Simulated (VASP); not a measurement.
Wanted: the native input for a VASP 6.6.1 run.

```yaml
Task: single point
Functional: PBE
Potentials_or_basis: VASP PAW PBE potentials, release 64 (Pd, Pt)
Cutoff: 520 eV
k_mesh: 5 × 5 × 3
Occupations: gaussian, width 0.2 eV
Spin: no spin polarisation
Dipole_correction: no
Further_INCAR_settings: ALGO = Fast; EDIFF = 1e-06; NBANDS = 33
```

The structure of Pd4Pt lies in POSCAR:

```
Pd4Pt
1.0
    4.3604016553      0.0000000000      0.0000000000
   -2.1802008276      3.7762186042      0.0000000000
    0.0000000000      0.0000000000      5.3433817607
Pd Pt
4 1
Direct
    0.0000000000      0.0000000000      0.7463628431
    0.0000000000      0.0000000000      0.2536371569
    0.3333333333      0.6666666667      0.5000000000
    0.6666666667      0.3333333333      0.0000000000
    0.3333333333      0.6666666667      0.0000000000
```

The cell was built from a structure type or drawn by symmetry, and may not be a known phase.

One way to write it, as run:

INCAR

```
PREC     = Accurate       # precision mode
ENCUT    = 520            # plane-wave cutoff, eV
EDIFF    = 1E-6           # SCF threshold, eV
ISMEAR   = 0              # smearing method
SIGMA    = 0.2            # smearing width, eV
LREAL    = False          # projectors in reciprocal space
LASPH    = True           # aspherical terms in the spheres
NELM     = 100            # most SCF steps
ALGO     = Fast           # electronic algorithm
ISIF     = 2              # what is computed and relaxed
LWAVE    = False          # write WAVECAR
LCHARG   = True           # write CHGCAR
GGA      = PE             # functional
LELF     = True           # ELF
LVHAR    = True         
NBANDS   = 33             # bands
```

KPOINTS

```
Automatic mesh
0
Gamma
  5 5 3
```

Potentials or basis: VASP PAW PBE potentials, release 64 (Pd, Pt).

Command:

```bash
$ cat potpaw_PBE.64/Pd/POTCAR potpaw_PBE.64/Pt/POTCAR > POTCAR
$ mpirun -np 1 vasp_std > vasp.out
```

Results of the run:

The pressure is 0.0 GPa and the band gap on the k mesh is zero (bands 25 and 26 overlap by 0.22 eV).

Caveat: the k points lie up to 0.39 Å⁻¹ apart; spin-orbit coupling is left out, which moves the levels of the heavy elements.

Wall time 57 s on 1 thread of Intel Xeon 8259CL (shared host), peak memory 0.2 GiB.
